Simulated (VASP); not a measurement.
The system is Ir.

```
Ir
1.0
     0.00000    1.91560    1.91560
     1.91560    0.00000    1.91560
     1.91560    1.91560    0.00000
Ir
1
Cartesian
  0.0000 0.0000 0.0000
```

* Program: VASP 6.6.1
* Task: relaxation of cell and atoms
* Functional: PBE
* Potentials or basis: VASP PAW PBE potentials, release 64 (Ir)
* Cutoff: 600 eV
* k mesh: 12 × 12 × 12
* Occupations: fermi-dirac, width 0.05 eV
* Spin: no spin polarisation

At the start: pressure 11.9 GPa; volume 14.06 Å³/atom.

Question: How do energy, volume and symmetry change on relaxing?

Answer: Over 4 steps the energy falls by 16.0 meV/atom and the volume is 14.51 Å³/atom (+3.2 %); space group Fm-3m (No. 225, to 0.05 Å).

The path:
```tsv
step	energy change (eV)	largest force (eV/Å)	pressure (GPa)	volume (Å³)
1	0.0000	0.0000	11.89	14.06
2	0.1732	0.0000	-30.08	16.29
3	-0.0160	0.0000	-0.56	14.53
4	-0.0160	0.0000	-0.06	14.51
```

Final structure:
```cif
data_structure
_symmetry_space_group_name_H-M 'P 1'
_symmetry_Int_Tables_number 1
_cell_length_a 2.7376
_cell_length_b 2.7376
_cell_length_c 2.7376
_cell_angle_alpha 60.000
_cell_angle_beta 60.000
_cell_angle_gamma 60.000
_cell_volume 14.51
loop_
_atom_site_label
_atom_site_type_symbol
_atom_site_fract_x
_atom_site_fract_y
_atom_site_fract_z
_atom_site_occupancy
Ir1 Ir 0.00000 0.00000 0.00000 1
```
